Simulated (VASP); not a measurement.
Here is a VASP 6.6.1 calculation.

INCAR

```
SYSTEM = KP3
PREC = Accurate
ENCUT = 520
EDIFF = 1E-6
ISMEAR = 0
SIGMA = 0.1
LREAL = .False.
LASPH = .True.
NELM = 60
ALGO = Normal
ISIF = 2
LWAVE = .False.
LCHARG = .False.
GGA = PE
NBANDS = 34
```

File KPOINTS:

```
Automatic mesh
0
Gamma
  3 3 3
  0 0 0
```

File POSCAR:

```
KP3
1.0
    3.8402018097      2.2171415485      3.6067064453
   -3.8402018097      2.2171415485      3.6067064453
    0.0000000000     -4.4342830971      3.6067064453
K P
2 6
Direct
    0.2690000000      0.2690000000      0.2690000000
    0.7310000000      0.7310000000      0.7310000000
    0.7970000000      0.2520000000      0.7970000000
    0.7970000000      0.7970000000      0.2520000000
    0.2520000000      0.7970000000      0.7970000000
    0.2030000000      0.7480000000      0.2030000000
    0.7480000000      0.2030000000      0.2030000000
    0.2030000000      0.2030000000      0.7480000000
```

Potentials or basis: VASP PAW PBE potentials, release 64 (K_sv, P).

The run is started by

```console
$ cat potpaw_PBE.64/K_sv/POTCAR potpaw_PBE.64/P/POTCAR > POTCAR
$ mpirun -np 1 vasp_std > vasp.out
```

(1) What does it give for the largest force?

(2) What does it give for the pressure?

Results:

(1) 2.248 eV/Å.

(2) 4.5 GPa.

Caveat: the k points lie up to 0.37 Å⁻¹ apart; forces of over 1 eV/Å act on the atoms, so gaps and moduli don't describe the material at rest.
